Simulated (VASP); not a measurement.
# Ta4H (P-3m1) in VASP: further runs

Ta4H is run at these levels: PBE; tasks: single point, relaxation of cell and atoms.

Program: VASP 6.6.1. These are calculated values, not measurements. Logs are shortened: lines on timing, memory, paths and dates and some standing lists are left out, and cuts for length are marked.

## 1. The cell of the first run

It takes space group P-3m1 (No. 164, trigonal). Conventional cell: a = 2.886 Å, b = 2.886 Å, c = 9.281 Å, α = 90.00°, β = 90.00°, γ = 120.00°. Ta (site symmetry 3m) has 3 H at 2.08 Å and 12 Ta at 2.80 to 3.00 Å within 3.0 Å. Ta (site symmetry 3m) has 12 Ta at 2.80 to 2.89 Å within 3.7 Å. H (site symmetry -3m) has 6 Ta at 2.08 Å and 6 H at 2.89 Å within 2.9 Å.

The cell was generated, and may not be a known phase.

## 2. Single point, PBE

Contents of INCAR:

```
PREC = Accurate ; ENCUT = 520
EDIFF = 1E-6 ; ISMEAR = 0
SIGMA = 0.1 ; LREAL = False
LASPH = True ; NELM = 100
ALGO = Normal ; ISIF = 2
LWAVE = False ; LCHARG = False
GGA = PE ; NBANDS = 30
```

Contents of KPOINTS:

```
regular mesh
0
Gamma
  6 6 2
```

Contents of POSCAR:

```
Ta4H
1.0
    2.8864094800      0.0000000000      0.0000000000
   -1.4432047400      2.4997039300      0.0000000000
    0.0000000000      0.0000000000      9.2811959400
Ta H
4 1
Direct
    0.3333333300      0.6666666700      0.8658552800
    0.3333333300      0.6666666700      0.3767953500
    0.6666666700      0.3333333300      0.1341447200
    0.6666666700      0.3333333300      0.6232046500
    0.0000000000      0.0000000000      0.0000000000
```

Potentials or basis: VASP PAW PBE potentials, release 64 (Ta_pv, H).

The run is started by

```bash
cat potpaw_PBE.64/Ta_pv/POTCAR potpaw_PBE.64/H/POTCAR > POTCAR
mpirun -np 1 vasp_std > vasp.out
```

OUTCAR:

```text
PREC = Accurate
   ENCUT = 520
   EDIFF = 1E-6
   ISMEAR = 0
   LREAL = False
   LASPH = True
   NELM = 100
   ISIF = 2
   GGA = PE

 ion  position               nearest neighbor table
   1  0.333  0.667  0.866-   5 2.08   5 2.08   5 2.08   4 2.80   4 2.80   4 2.80   3 3.00   3 3.00
                             3 3.00
   2  0.333  0.667  0.377-   3 2.80   3 2.80   3 2.80   4 2.83   4 2.83   4 2.83
   3  0.667  0.333  0.134-   5 2.08   5 2.08   5 2.08   2 2.80   2 2.80   2 2.80   1 3.00   1 3.00
                             1 3.00
   4  0.667  0.333  0.623-   1 2.80   1 2.80   1 2.80   2 2.83   2 2.83   2 2.83
   5  0.000  0.000  0.000-   1 2.08   3 2.08   1 2.08   3 2.08   3 2.08   1 2.08

  LATTYP: Found a hexagonal cell.
 ALAT       =     2.8864094800
 C/A-ratio  =     3.2154813807

  Lattice vectors:

 A1 = (   2.8864094800,   0.0000000000,   0.0000000000)
 A2 = (  -1.4432047400,   2.4997039300,   0.0000000000)
 A3 = (   0.0000000000,   0.0000000000,   9.2811959400)

Analysis of symmetry for initial positions (statically):
=====================================================================
 Subroutine PRICEL returns:
 Original cell was already a primitive cell.

 Routine SETGRP: Setting up the symmetry group for a
 hexagonal supercell.

 Subroutine GETGRP returns: Found 12 space group operations
 (whereof 12 operations were pure point group operations)
 out of a pool of 24 trial point group operations.

The static configuration has the point symmetry D_3d.

Analysis of symmetry for dynamics (positions and initial velocities):
=====================================================================
 Subroutine PRICEL returns:
 Original cell was already a primitive cell.

 Routine SETGRP: Setting up the symmetry group for a
 hexagonal supercell.

 Subroutine GETGRP returns: Found 12 space group operations
 (whereof 12 operations were pure point group operations)
 out of a pool of 24 trial point group operations.

The dynamic configuration has the point symmetry D_3d.

 Subroutine INISYM returns: Found 12 space group operations
 (whereof 12 operations are pure point group operations),
 and found     1 'primitive' translations

[... 83 lines left out ...]
   ISPIN  =      1    spin polarized calculation?
   LNONCOLLINEAR =      F non collinear calculations
   LSORBIT =      F    spin-orbit coupling
   LASPH  =      T    aspherical Exc in radial PAW
   ENCUT  =  520.0 eV  38.22 Ry    6.18 a.u.   5.37  5.37 17.26*2*pi/ulx,y,z
   NELM   =    100;   NELMIN=  2; NELMDL= -5     # of ELM steps
   EDIFF  = 0.1E-05   stopping-criterion for ELM
   LREAL  =      F    real-space projection
   EDIFFG = 0.1E-04   stopping-criterion for IOM
   NSW    =      0    number of steps for IOM
   IBRION =     -1    ionic relax: 0-MD 1-quasi-New 2-CG
   NFREE  =      0    steps in history (QN), initial steepest desc. (CG)
   ISIF   =      2    stress and relaxation
   ISYM   =      2    0-nonsym 1-usesym 2-fastsym
   POTIM  = 0.5000    time-step for ionic-motion
   TEBEG  =    0.0;   TEEND  =   0.0 temperature during run
   PSTRESS=    0.0 pullay stress
   NELECT =      45.0000    total number of electrons
   NUPDOWN=      -1.0000    fix difference up-down
   EMIN   =  10.00;   EMAX   =-10.00  energy-range for DOS
   EFERMI =   0.00;   METHOD = LEGACY
   ISMEAR =     0;   SIGMA  =   0.10  broadening in eV -4-tet -1-fermi 0-gaus
   EFERMI_NEDOS =   21; number of points for ismear=-14 and -15
   IALGO  =     38    algorithm
   IMIX   =      4    mixing-type and parameters
     AMIX     =   0.40;   BMIX     =  1.00
     AMIX_MAG =   1.60;   BMIX_MAG =  1.00
  volume/ion in A,a.u.               =      13.39        90.38
  Fermi-wavevector in a.u.,A,eV,Ry     =   1.433933  2.709740 27.975806  2.056164
  Thomas-Fermi vector in A             =   2.553397
   LORBIT       =      0    0 simple, 1 ext, 2 COOP (PROOUT), +10 PAW based schemes
   GGA     = PE    functional components
   LHFCALC =     F    Hartree Fock is set to
   AEXX    =    0.0000 exact exchange contribution
   IVDW    =     0    specifies the selected vdW correction
   LEPSILON=     F    determine dielectric tensor
   LRPA    =     F    only Hartree local field effects (RPA)
 non-spin polarized calculation
 Gauss-broadening in eV      SIGMA  =   0.10
  energy-cutoff  :      520.00
  volume of cell :       66.97
 maximum number of plane-waves:      1846
 NGX is ok and might be reduce to    24
   NGX = 11   NGY = 11   NGZ = 35

 number of electron      44.9999997 magnetization

 Free energy of the ion-electron system (eV)
  ---------------------------------------------------
  ext. energy  EPLUGINS =         0.00000000
  ---------------------------------------------------
  free energy    TOTEN  =       -48.49951761 eV

  energy without entropy =      -48.46081560  energy(sigma->0) =      -48.48016660

 E-fermi :   6.8791     XC(G=0): -13.1370

 val. band max:        6.8735276151   @ k =   0.1667   0.1667   0.5000
 cond. band min:       6.8893326663   @ k =   0.3333   0.1667   0.5000
 fundamental gap:      0.0158050512
 Fermi energy:         6.8790564412

 k-point     1 :       0.0000    0.0000    0.0000
  band No.  band energies     occupation
      1     -27.9102      2.00000
      2     -27.2608      2.00000
      3     -27.0643      2.00000
      4     -26.6183      2.00000
      5     -26.6183      2.00000
      6     -26.5397      2.00000
[... 451 lines left out ...]
     29      12.2139      0.00000
     30      12.2140      0.00000

------------------------ aborting loop because EDIFF is reached ----------------------------------------

  FORCE on cell =-STRESS in cart. coord.  units (eV):
  Direction    XX          YY          ZZ          XY          YZ          ZX
  --------------------------------------------------------------------------------------
  -------------------------------------------------------------------------------------
  Total       12.2076405     12.2076405     19.6478639      0.0000000      0.0000000      0.0000000
  in kB      292.0732998    292.0732986    470.0839976      0.0000000      0.0000000      0.0000000
  external PRESSURE =     351.4101987 kB  Pullay stress =       0.0000000 kB

 VOLUME and BASIS-vectors are now :
 -----------------------------------------------------------------------------
  energy-cutoff  :      520.00
  volume of cell :       66.97
      direct lattice vectors                 reciprocal lattice vectors
     2.886409480  0.000000000  0.000000000     0.346451190  0.200023688  0.000000000
    -1.443204740  2.499703930  0.000000000     0.000000000  0.400047377  0.000000000
     0.000000000  0.000000000  9.281195940     0.000000000  0.000000000  0.107744735

 POSITION                                       TOTAL-FORCE (eV/Angst)
 -----------------------------------------------------------------------------------
     -0.00000      1.66647      8.03617         0.000000     -0.000000      0.940698
     -0.00000      1.66647      3.49711         0.000000     -0.000000      0.845732
      1.44320      0.83323      1.24502        -0.000000      0.000000     -0.940698
      1.44320      0.83323      5.78408        -0.000000      0.000000     -0.845732
      0.00000      0.00000      0.00000         0.000000      0.000000      0.000000
 -----------------------------------------------------------------------------------
    total drift:                               -0.000000      0.000000     -0.000000

  FREE ENERGIE OF THE ION-ELECTRON SYSTEM (eV)
  ---------------------------------------------------
  free  energy   TOTEN  =       -48.4995176087 eV

  energy  without entropy=      -48.4608155977  energy(sigma->0) =      -48.48016660
```

OSZICAR:

```text
N       E                     dE             d eps       ncg     rms          rms(c)
DAV:   1     0.428660986933E+03    0.42866E+03   -0.24665E+04   840   0.156E+03
DAV:   2    -0.339765359859E+02   -0.46264E+03   -0.45060E+03   928   0.466E+02
DAV:   3    -0.501384904704E+02   -0.16162E+02   -0.15329E+02  1066   0.774E+01
DAV:   4    -0.504417641950E+02   -0.30327E+00   -0.30101E+00   992   0.977E+00
DAV:   5    -0.504469999549E+02   -0.52358E-02   -0.52322E-02  1048   0.108E+00    0.326E+01
DAV:   6    -0.489620019875E+02    0.14850E+01   -0.16911E+00   974   0.933E+00    0.166E+01
DAV:   7    -0.485193445964E+02    0.44266E+00   -0.16005E+00  1004   0.899E+00    0.896E-01
DAV:   8    -0.485077585481E+02    0.11586E-01   -0.12276E-01  1062   0.306E+00    0.649E-01
DAV:   9    -0.484994443590E+02    0.83142E-02   -0.39759E-02  1010   0.135E+00    0.264E-01
DAV:  10    -0.484994937900E+02   -0.49431E-04   -0.24514E-03  1000   0.299E-01    0.817E-02
DAV:  11    -0.484995205002E+02   -0.26710E-04   -0.10281E-04  1126   0.598E-02    0.454E-02
DAV:  12    -0.484995197804E+02    0.71983E-06   -0.15700E-05   990   0.314E-02    0.771E-03
DAV:  13    -0.484995180204E+02    0.17600E-05   -0.15744E-06   746   0.126E-02    0.321E-03
DAV:  14    -0.484995176087E+02    0.41167E-06   -0.20964E-07   612   0.367E-03
   1 F= -.48499518E+02 E0= -.48480167E+02  d E =-.387020E-01
```

stdout:

```text
POSCAR found type information on POSCAR TaH
 POSCAR found :  2 types and       5 ions
 scaLAPACK will be used
 LDA part: xc-table for (Slater+PW92), standard interpolation
 POSCAR, INCAR and KPOINTS ok, starting setup
 FFT: planning ... GRIDC
 FFT: planning ... GRID_SOFT
 FFT: planning ... GRID
 WAVECAR not read
 entering main loop
```

It took 49 s on 1 thread of Intel Xeon 8259CL, shared host; peak memory 0.19 GiB.

What came out:

```
Free energy            : -48.4995 eV
Pressure               : 35.1 GPa
Largest force          : 0.941 eV/Å
Band gap on the k mesh : zero (an odd number of electrons rules out a gap without spin polarisation)
```

Forces in eV/Å, atoms in the order of the input:
```
Ta   0.000  0.000  0.941
Ta   0.000  0.000  0.846
Ta   0.000  0.000 -0.941
Ta   0.000  0.000 -0.846
H    0.000  0.000  0.000
```

Caveat: the k points lie up to 0.42 Å⁻¹ apart, too coarse for converged energies and pressures of a metal; spin-orbit coupling is left out, which moves the levels of the heavy elements.

## 3. Single point, PBE

This run uses another cell than the first one, of 15.34 Å³/atom.

Contents of INCAR:

```
SYSTEM = Ta4H
ALGO = Normal
EDIFF = 1E-6
ENCUT = 520
GGA = PE
ISIF = 2
ISMEAR = 0
LASPH = .TRUE.
LCHARG = .FALSE.
LREAL = .FALSE.
LWAVE = .FALSE.
NBANDS = 30
NELM = 100
PREC = Accurate
SIGMA = 0.1
```

Contents of KPOINTS:

```
k-points
0
G
  6 6 2
  0 0 0
```

Contents of POSCAR:

```
Ta4H
1.0
    2.9235551288      0.0000000000      0.0000000000
   -1.4617775644      2.5318730109      0.0000000000
    0.0000000000      0.0000000000     10.3628921917
Ta H
4 1
Direct
    0.3333333333      0.6666666667      0.8703824417
    0.3333333333      0.6666666667      0.3759610603
    0.6666666667      0.3333333333      0.1296175583
    0.6666666667      0.3333333333      0.6240389397
    0.0000000000      0.0000000000      0.0000000000
```

Potentials or basis: VASP PAW PBE potentials, release 64 (Ta_pv, H).

The run is started by

```bash
cat potpaw_PBE.64/Ta_pv/POTCAR potpaw_PBE.64/H/POTCAR > POTCAR
mpirun -np 1 vasp_std > vasp.out
```

Wall time 50 s (1 thread of Intel Xeon 8259CL, shared host); peak memory 0.2 GiB.

Results (log left out):

| Quantity | Value |
| --- | --- |
| Free energy | -49.7840 eV |
| Pressure | 0.2 GPa |
| Largest force | 0.008 eV/Å |
| Band gap on the k mesh | zero (an odd number of electrons rules out a gap without spin polarisation) |

Forces on the atoms (eV/Å):
```
Ta   0.000  0.000 -0.008
Ta   0.000  0.000 -0.001
Ta   0.000  0.000  0.008
Ta   0.000  0.000  0.001
H    0.000  0.000  0.000
```

Levels at points of the mesh, in eV from the Fermi level:
```
           k point  band 18  band 19  band 20  band 21  band 22  band 23  band 24  band 25  band 26  band 27
(0.00, 0.00, 0.00)    -1.01    -0.60    -0.44     0.44     0.44     0.62     0.62     0.66     0.66     1.15
(0.50, 0.00, 0.00)    -2.34    -2.25    -1.15    -0.52     0.41     0.67     0.75     1.27     2.42     2.42
(0.00, 0.00, 0.50)    -0.77    -0.66    -0.61     0.39     0.39     0.57     0.57     0.89     0.89     0.98
(0.50, 0.00, 0.50)    -2.50    -2.14    -2.08    -0.02     0.18     1.01     1.03     1.24     1.24     4.13
```

Caveat: the k points lie up to 0.41 Å⁻¹ apart, too coarse for converged energies and pressures of a metal; spin-orbit coupling is left out, which moves the levels of the heavy elements.

## 4. Relaxation of cell and atoms, PBE

Contents of INCAR:

```
SYSTEM = Ta4H
PREC     = Accurate       ! precision mode
ENCUT    = 600            ! plane-wave cutoff, eV
EDIFF    = 1E-6           ! SCF threshold, eV
ISMEAR   = 0              ! smearing method
SIGMA    = 0.1            ! smearing width, eV
LREAL    = .FALSE.        ! projectors in reciprocal space
LASPH    = .TRUE.         ! aspherical terms in the spheres
NELM     = 100            ! most SCF steps
ALGO     = Normal         ! electronic algorithm
ISIF     = 3              ! what is computed and relaxed
LWAVE    = .FALSE.        ! write WAVECAR
LCHARG   = .FALSE.        ! write CHGCAR
GGA      = PE             ! functional
IBRION   = 2              ! ionic algorithm
NSW      = 90             ! ionic steps
EDIFFG   = -0.04          ! ionic threshold
```

Contents of KPOINTS:

```
regular mesh
0
G
  6 6 2
  0 0 0
```

Contents of POSCAR:

```
Ta4H
1.0
    2.8864094800      0.0000000000      0.0000000000
   -1.4432047400      2.4997039300      0.0000000000
    0.0000000000      0.0000000000      9.2811959400
Ta H
4 1
Direct
    0.3333333300      0.6666666700      0.8658552800
    0.3333333300      0.6666666700      0.3767953500
    0.6666666700      0.3333333300      0.1341447200
    0.6666666700      0.3333333300      0.6232046500
    0.0000000000      0.0000000000      0.0000000000
```

The run is started by

```bash
cat potpaw_PBE.64/Ta_pv/POTCAR potpaw_PBE.64/H/POTCAR > POTCAR
mpirun -np 1 vasp_std > vasp.out
```

Wall time 6.2 min (1 thread of Intel Xeon 8259CL, shared host); peak memory 0.23 GiB.

It converged, with:

```
Free energy                           : -49.7818 eV
Relaxed volume                        : 15.38 Å³/atom
Relaxed cell                          : a = 2.927 Å, b = 2.927 Å, c = 10.366 Å, α = 90.00°, β = 90.00°, γ = 120.00°
Space group after relaxing (to 0.1 Å) : P-3m1 (No. 164)
Energy gained by relaxing             : 256.1 meV/atom
Ionic steps                           : 11
Pressure after relaxing               : -0.3 GPa
Largest force after relaxing          : 0.016 eV/Å
Band gap on the k mesh                : zero (an odd number of electrons rules out a gap without spin polarisation)
```

Forces in eV/Å, atoms in the order of the input:
```
Ta   0.000  0.000 -0.016
Ta   0.000  0.000 -0.008
Ta   0.000  0.000  0.016
Ta   0.000  0.000  0.008
H    0.000  0.000  0.000
```

Stress tensor (GPa, compression positive):
```
-0.36  0.00  0.00
 0.00 -0.36  0.00
 0.00  0.00 -0.13
```

Step by step:
```
step  energy change (eV)  largest force (eV/Å)  pressure (GPa)  volume (Å³)
   1              0.0000                0.9410           35.18        66.97
   2              1.4749                0.1530          -30.44        99.57
   3             -1.1080                0.1128           -3.08        78.21
   4             -1.1125                0.0932           -1.52        77.58
   5             -1.1125                0.0859           -0.97        77.35
   6             -1.2505                0.2593           -0.59        77.01
   7             -1.2687                0.3006            0.04        76.79
   8             -1.2689                0.2982           -0.02        76.81
   9             -1.2779                0.1386            0.04        76.77
  10             -1.2803                0.0728            0.14        76.74
  11             -1.2807                0.0160           -0.28        76.90
```

Final structure:
```xyz
5
Lattice="2.9268 0.0000 0.0000 -1.4634 2.5347 0.0000 0.0000 0.0000 10.3657" Properties=species:S:1:pos:R:3 pbc="T T T"
Ta    0.0000    1.6898    9.0224
Ta    0.0000    1.6898    3.8975
Ta    1.4634    0.8449    1.3433
Ta    1.4634    0.8449    6.4682
H     0.0000    0.0000    0.0000
```

Levels at points of the mesh, in eV from the Fermi level:
| k point | band 19 | band 20 | band 21 | band 22 | band 23 | band 24 | band 25 | band 26 |
| --- | --- | --- | --- | --- | --- | --- | --- | --- |
| (0.00, 0.00, 0.00) | -0.60 | -0.43 | 0.44 | 0.44 | 0.62 | 0.62 | 0.66 | 0.66 |
| (0.50, 0.00, 0.00) | -2.24 | -1.15 | -0.51 | 0.41 | 0.67 | 0.75 | 1.26 | 2.41 |
| (0.00, 0.00, 0.50) | -0.65 | -0.60 | 0.39 | 0.39 | 0.57 | 0.57 | 0.89 | 0.89 |
| (0.50, 0.00, 0.50) | -2.13 | -2.07 | -0.01 | 0.18 | 1.01 | 1.02 | 1.23 | 1.23 |

Caveat: the k points lie up to 0.41 Å⁻¹ apart in the final cell, too coarse for converged energies and pressures of a metal; spin-orbit coupling is left out, which moves the levels of the heavy elements.

## 5. The runs side by side

| task | cell | cutoff (eV) | gap on the mesh (eV) | pressure (GPa) | largest force (eV/Å) |
| --- | --- | --- | --- | --- | --- |
| single point | a = 2.886, b = 2.886, c = 9.281 Å, angles 90.0, 90.0, 120.0°, 5 atoms, atomic positions A | 520 | none | 35.1 | 0.94 |
| single point | a = 2.924, b = 2.924, c = 10.363 Å, angles 90.0, 90.0, 120.0°, 5 atoms, atomic positions B | 520 | none | 0.2 | 0.01 |
| relaxation of cell and atoms | relaxed from a = 2.886, b = 2.886, c = 9.281 Å, angles 90.0, 90.0, 120.0°, 5 atoms, atomic positions A | 600 | none | -0.3 | 0.02 |

Alike in all rows: level PBE; potentials or basis VASP PAW PBE potentials, release 64 (Ta_pv, H); no spin polarisation; k mesh 6 × 6 × 2; smearing gaussian 0.1 eV.

Caveats: all runs use coarse meshes; spin-orbit coupling is left out, which moves the levels of the heavy elements.

Total energies depend on the potentials used, so only differences within one code and one set of settings carry meaning.

The gap in the log of VASP goes by the Fermi energy; the results here count the filled bands.